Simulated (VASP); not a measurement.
Set up this calculation in VASP 6.6.1, as the native input.

```
Task                   : single point
Functional             : r2SCAN
Potentials or basis    : VASP PAW PBE potentials, release 64 (Ru_pv)
Cutoff                 : 550 eV
k mesh                 : 20 × 20 × 12
Occupations            : fermi-dirac, width 0.05 eV
Spin                   : no spin polarisation
Dipole correction      : no
Further INCAR settings : ALGO = Normal; EDIFF = 1e-06; NBANDS = 21
```

Crystal: Ru.

```xyz
2
Lattice="2.6938 0.0000 0.0000 -1.3469 2.3329 0.0000 0.0000 0.0000 4.2450" Properties=species:S:1:pos:R:3 pbc="T T T"
Ru    0.0000    1.5553    1.0613
Ru    1.3469    0.7776    3.1838
```

These files were run (other wordings do the same):

POSCAR

```
Ru
1.0
    2.6938027045      0.0000000000      0.0000000000
   -1.3469013523      2.3329015749      0.0000000000
    0.0000000000      0.0000000000      4.2450497967
Ru
2
Direct
    0.3333333333      0.6666666667      0.2500000000
    0.6666666667      0.3333333333      0.7500000000
```

INCAR.step1

```
ALGO     = Normal         # electronic algorithm
EDIFF    = 1E-5           # SCF threshold, eV
ENCUT    = 550            # plane-wave cutoff, eV
GGA      = PE             # functional
GGA_COMPAT= F            
ISMEAR   = -1             # smearing method
LASPH    = T              # aspherical terms in the spheres
LCHARG   = F              # write CHGCAR
LREAL    = F              # projectors in reciprocal space
LWAVE    = T              # write WAVECAR
NBANDS   = 21             # bands
NELM     = 120            # most SCF steps
PREC     = Accurate       # precision mode
SIGMA    = 0.05           # smearing width, eV
```

INCAR.step2

```
ALGO     = Normal         # electronic algorithm
EDIFF    = 1E-6           # SCF threshold, eV
ENCUT    = 550            # plane-wave cutoff, eV
GGA_COMPAT= F            
ISIF     = 2              # what is computed and relaxed
ISMEAR   = -1             # smearing method
ISTART   = 1            
LASPH    = T              # aspherical terms in the spheres
LCHARG   = F              # write CHGCAR
LMIXTAU  = T            
LREAL    = F              # projectors in reciprocal space
LWAVE    = F              # write WAVECAR
METAGGA  = R2SCAN         # meta-GGA
NBANDS   = 21             # bands
NELM     = 120            # most SCF steps
PREC     = Accurate       # precision mode
SIGMA    = 0.05           # smearing width, eV
```

KPOINTS

```
k-points
0
Gamma
  20 20 12
```

Potentials or basis: VASP PAW PBE potentials, release 64 (Ru_pv).

Command:

```sh
$ cat potpaw_PBE.64/Ru_pv/POTCAR > POTCAR
$ cp INCAR.step1 INCAR
$ mpirun -np 1 vasp_std > vasp.out
$ cp INCAR.step2 INCAR
$ mpirun -np 1 vasp_std > vasp.out
```

Results of the run:

```yaml
Pressure: 5.6 GPa
Band_gap_on_the_k_mesh: zero (bands 14 and 15 overlap by 3.47 eV)
```

Caveat: the cell stands under pressure; the PAW data sets were made with another functional, which shifts forces and pressure a little.

Run time: 16 min on 1 thread of Oxide Virtual Turin-like Processor, on a shared host, peak memory 0.24 GiB.
